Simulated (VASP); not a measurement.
# Al2Ru (Fddd) in VASP: single point with LDA

Aim: the single point of Al2Ru with LDA.

Program: VASP 6.6.1. These are calculated values, not measurements. Logs are shortened: lines on timing, memory, paths and dates and some standing lists are left out, and cuts for length are marked.

## (1) The cell of the first run

It takes space group Fddd (No. 70, orthorhombic). The conventional cell has a = 4.705 Å, b = 7.980 Å, c = 8.783 Å, α = 90.00°, β = 90.00°, γ = 90.00°. Al (site symmetry 2) has 5 Ru at 2.57 to 2.72 Å and 9 Al at 2.60 to 3.19 Å within 3.4 Å. Ru (site symmetry 222) has 10 Al at 2.57 to 2.72 Å and 4 Ru at 3.19 Å within 3.4 Å.

## (2) Single point, LDA

Contents of INCAR:

```
PREC = Accurate
ENCUT = 520
EDIFF = 1E-6
ISMEAR = 0
SIGMA = 0.01
LREAL = False
LASPH = True
NELM = 80
ALGO = Normal
ISIF = 2
LWAVE = False
LCHARG = False
NBANDS = 29
```

Contents of KPOINTS:

```
Automatic mesh
0
Gamma
  10 10 10
```

Contents of POSCAR:

```
Al2Ru
1.0
    0.0000000000      3.9898374997      4.3915250777
    2.3524746913      0.0000000000      4.3915250777
    2.3524746913      3.9898374997      0.0000000000
Al Ru
4 2
Direct
    0.0790610300      0.4209389700      0.0790610300
    0.4209389700      0.0790610300      0.4209389700
    0.1709389700      0.8290610300      0.1709389700
    0.8290610300      0.1709389700      0.8290610300
    0.7500000000      0.7500000000      0.7500000000
    0.5000000000      0.5000000000      0.5000000000
```

Potentials or basis: VASP PAW LDA potentials, release 64 (Al, Ru_pv).

On the command line:

```sh
$ cat potpaw_LDA.64/Al/POTCAR potpaw_LDA.64/Ru_pv/POTCAR > POTCAR
$ mpirun -np 1 vasp_std > vasp.out
```

OUTCAR:

```text
PREC = Accurate
   ENCUT = 520
   EDIFF = 1E-6
   ISMEAR = 0
   LREAL = False
   LASPH = True
   NELM = 80
   ISIF = 2

 ion  position               nearest neighbor table
   1  0.079  0.421  0.079-   6 2.57   6 2.57   3 2.60   3 2.60   5 2.63   2 2.67   2 2.67   5 2.72
                             5 2.72   2 2.73   4 3.19   4 3.19   4 3.19   4 3.19
   2  0.421  0.079  0.421-   6 2.57   6 2.57   4 2.60   4 2.60   5 2.63   1 2.67   1 2.67   5 2.72
                             5 2.72   1 2.73   3 3.19   3 3.19   3 3.19   3 3.19
   3  0.171  0.829  0.171-   5 2.57   5 2.57   1 2.60   1 2.60   6 2.63   4 2.67   4 2.67   6 2.72
                             6 2.72   4 2.73   2 3.19   2 3.19   2 3.19   2 3.19
   4  0.829  0.171  0.829-   5 2.57   5 2.57   2 2.60   2 2.60   6 2.63   3 2.67   3 2.67   6 2.72
                             6 2.72   3 2.73   1 3.19   1 3.19   1 3.19   1 3.19
   5  0.750  0.750  0.750-   4 2.57   3 2.57   4 2.57   3 2.57   1 2.63   2 2.63   2 2.72   2 2.72
                             1 2.72   1 2.72   6 3.19   6 3.19   6 3.19   6 3.19
   6  0.500  0.500  0.500-   1 2.57   2 2.57   1 2.57   2 2.57   3 2.63   4 2.63   3 2.72   3 2.72
                             4 2.72   4 2.72   5 3.19   5 3.19   5 3.19   5 3.19

  LATTYP: Found a face centered orthorhombic cell.
 ALAT       =     4.7049493826
 B/A-ratio  =     1.6960171833
 C/A-ratio  =     1.8667682564

  Lattice vectors:

 A1 = (   0.0000000000,   3.9898374997,   4.3915250777)
 A2 = (   2.3524746913,   0.0000000000,   4.3915250777)
 A3 = (   2.3524746913,   3.9898374997,   0.0000000000)

Analysis of symmetry for initial positions (statically):
=====================================================================
 Subroutine PRICEL returns:
 Original cell was already a primitive cell.

 Routine SETGRP: Setting up the symmetry group for a
 face centered orthorhombic supercell.

 Subroutine GETGRP returns: Found  8 space group operations
 (whereof  4 operations were pure point group operations)
 out of a pool of  8 trial point group operations.

The static configuration has the point symmetry D_2 .
 The point group associated with its full space group is D_2h.

Analysis of symmetry for dynamics (positions and initial velocities):
=====================================================================
 Subroutine PRICEL returns:
 Original cell was already a primitive cell.

 Routine SETGRP: Setting up the symmetry group for a
 face centered orthorhombic supercell.

 Subroutine GETGRP returns: Found  8 space group operations
 (whereof  4 operations were pure point group operations)
 out of a pool of  8 trial point group operations.

The dynamic configuration has the point symmetry D_2 .
 The point group associated with its full space group is D_2h.

 Subroutine INISYM returns: Found  8 space group operations
 (whereof  4 operations are pure point group operations),
[... 109 lines left out ...]
   NFREE  =      0    steps in history (QN), initial steepest desc. (CG)
   ISIF   =      2    stress and relaxation
   ISYM   =      2    0-nonsym 1-usesym 2-fastsym
   POTIM  = 0.5000    time-step for ionic-motion
   TEBEG  =    0.0;   TEEND  =   0.0 temperature during run
   PSTRESS=    0.0 pullay stress
   NELECT =      40.0000    total number of electrons
   NUPDOWN=      -1.0000    fix difference up-down
   EMIN   =  10.00;   EMAX   =-10.00  energy-range for DOS
   EFERMI =   0.00;   METHOD = LEGACY
   ISMEAR =     0;   SIGMA  =   0.01  broadening in eV -4-tet -1-fermi 0-gaus
   EFERMI_NEDOS =   21; number of points for ismear=-14 and -15
   IALGO  =     38    algorithm
   IMIX   =      4    mixing-type and parameters
     AMIX     =   0.40;   BMIX     =  1.00
     AMIX_MAG =   1.60;   BMIX_MAG =  1.00
  volume/ion in A,a.u.               =      13.74        92.72
  Fermi-wavevector in a.u.,A,eV,Ry     =   1.286430  2.431001 22.516327  1.654903
  Thomas-Fermi vector in A             =   2.418505
   LORBIT       =      0    0 simple, 1 ext, 2 COOP (PROOUT), +10 PAW based schemes
   GGA     = CA    functional components
   LHFCALC =     F    Hartree Fock is set to
   AEXX    =    0.0000 exact exchange contribution
   IVDW    =     0    specifies the selected vdW correction
   LEPSILON=     F    determine dielectric tensor
   LRPA    =     F    only Hartree local field effects (RPA)
 non-spin polarized calculation
 Gauss-broadening in eV      SIGMA  =   0.01
  energy-cutoff  :      520.00
  volume of cell :       82.44
 maximum number of plane-waves:      2240
 NGX is ok and might be reduce to    48
   NGX = 23   NGY = 19   NGZ = 17

 number of electron      40.0000001 magnetization

 Free energy of the ion-electron system (eV)
  ---------------------------------------------------
  ext. energy  EPLUGINS =         0.00000000
  ---------------------------------------------------
  free energy    TOTEN  =       -42.37573043 eV

  energy without entropy =      -42.37573043  energy(sigma->0) =      -42.37573043

 E-fermi :  10.5242     XC(G=0): -12.1081

 val. band max:       10.4918494874   @ k =   0.0000   0.0000   0.0000
 cond. band min:      10.5575316337   @ k =   0.0000   0.3000   0.3000
 fundamental gap:      0.0656821463
 Fermi energy:        10.5241820894

 k-point     1 :       0.0000    0.0000    0.0000
  band No.  band energies     occupation
      1     -32.0430      2.00000
      2     -31.9566      2.00000
      3     -31.9559      2.00000
      4     -31.9079      2.00000
      5     -31.8964      2.00000
      6     -31.8881      2.00000
[... 757 lines left out ...]
     28      15.2967      0.00000
     29      16.3663      0.00000

 [... further k-points ...]
[... 5 lines left out ...]
  --------------------------------------------------------------------------------------
  -------------------------------------------------------------------------------------
  Total       -2.2828611     -1.9440730     -2.4327786      0.0000000      0.0000000      0.0000000
  in kB      -44.3674574    -37.7831034    -47.2811067      0.0000000      0.0000000      0.0000000
  external PRESSURE =     -43.1438892 kB  Pullay stress =       0.0000000 kB

 VOLUME and BASIS-vectors are now :
 -----------------------------------------------------------------------------
  energy-cutoff  :      520.00
  volume of cell :       82.44
      direct lattice vectors                 reciprocal lattice vectors
     0.000000000  3.989837500  4.391525078    -0.212542138  0.125318387  0.113855663
     2.352474691  0.000000000  4.391525078     0.212542138 -0.125318387  0.113855663
     2.352474691  3.989837500  0.000000000     0.212542138  0.125318387 -0.113855663

 POSITION                                       TOTAL-FORCE (eV/Angst)
 -----------------------------------------------------------------------------------
      1.17624      0.63088      2.19576        -0.000000     -0.046832      0.000000
      1.17624      3.35896      2.19576        -0.000000      0.046832      0.000000
      2.35247      1.36404      4.39153        -0.000000      0.046832     -0.000000
      2.35247      6.61564      4.39153        -0.000000     -0.046832     -0.000000
      3.52871      5.98476      6.58729         0.000000     -0.000000      0.000000
      2.35247      3.98984      4.39153        -0.000000      0.000000     -0.000000
 -----------------------------------------------------------------------------------
    total drift:                               -0.000000     -0.000000     -0.000000

  FREE ENERGIE OF THE ION-ELECTRON SYSTEM (eV)
  ---------------------------------------------------
  free  energy   TOTEN  =       -42.3757304302 eV

  energy  without entropy=      -42.3757304299  energy(sigma->0) =      -42.37573043
```

stdout:

```text
POSCAR found type information on POSCAR AlRu
 POSCAR found :  2 types and       6 ions
 scaLAPACK will be used
 LDA part: xc-table for (Slater(with rela. corr.)+CA(PZ))
 , standard interpolation
 POSCAR, INCAR and KPOINTS ok, starting setup
 FFT: planning ... GRIDC
 FFT: planning ... GRID_SOFT
 FFT: planning ... GRID
 WAVECAR not read
 entering main loop
```

Wall time 5.7 min (1 thread of Intel Xeon Platinum 8259CL at 2.50GHz (Skylake/Cascade Lake), shared host); peak memory 0.44 GiB.

What came out:

```
Free energy   : -42.3757 eV
Pressure      : -4.3 GPa
Largest force : 0.047 eV/Å
```

Forces in eV/Å, atoms in the order of the input:
```
Al   0.000 -0.047  0.000
Al   0.000  0.047  0.000
Al   0.000  0.047  0.000
Al   0.000 -0.047  0.000
Ru   0.000  0.000  0.000
Ru   0.000  0.000  0.000
```

Caveat: the cell stands under tension.
